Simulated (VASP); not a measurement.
**Al: relaxation of cell and atoms with LDA**

Crystal: Al.

```
Al
1.0
     0.00000    2.02481    2.02481
     2.02481    0.00000    2.02481
     2.02481    2.02481    0.00000
Al
1
Cartesian
  0.0000 0.0000 0.0000
```

```
Program                : VASP 6.6.1
Task                   : relaxation of cell and atoms
Functional             : LDA
Potentials or basis    : VASP PAW LDA potentials, release 64 (Al)
Cutoff                 : 500 eV
k mesh                 : 9 × 9 × 9
Occupations            : fermi-dirac, width 0.05 eV
Spin                   : no spin polarisation
Dipole correction      : no
Further INCAR settings : ALGO = Normal; EDIFF = 1e-07; IBRION = 2; EDIFFG = -0.02; NSW = 80; ISIF = 3
```

The relaxed volume is 15.89 Å³/atom, the relaxed cell is a = 2.822 Å, b = 2.822 Å, c = 2.822 Å, α = 60.00°, β = 60.00°, γ = 60.00° and the space group after relaxing (to 0.05 Å) is Fm-3m (No. 225). The energy gained by relaxing is 7.8 meV/atom, the ionic steps are 3 and the pressure after relaxing is 0.0 GPa.

The path:
```
step  energy change (eV)  largest force (eV/Å)  pressure (GPa)  volume (Å³)
   1              0.0000                0.0000           -3.39        16.60
   2             -0.0076                0.0000            0.64        15.77
   3             -0.0078                0.0000            0.01        15.89
```

Final structure:
```
Al
1.0
     0.00000    1.99537    1.99537
     1.99537    0.00000    1.99537
     1.99537    1.99537    0.00000
Al
1
Direct
  0.00000 0.00000 0.00000
```

Levels at points of the mesh, in eV from the Fermi level:
```csv
k point,band 1,band 2,band 3,band 4
"(0.00, 0.00, 0.00)",-11.33,12.81,12.81,12.81
```

It took 8 s on 1 thread of Intel Xeon 8259CL (shared host), peak memory 0.12 GiB.

LDA usually gives volumes a few per cent too small. Zero-point motion and thermal expansion aren't in these numbers.
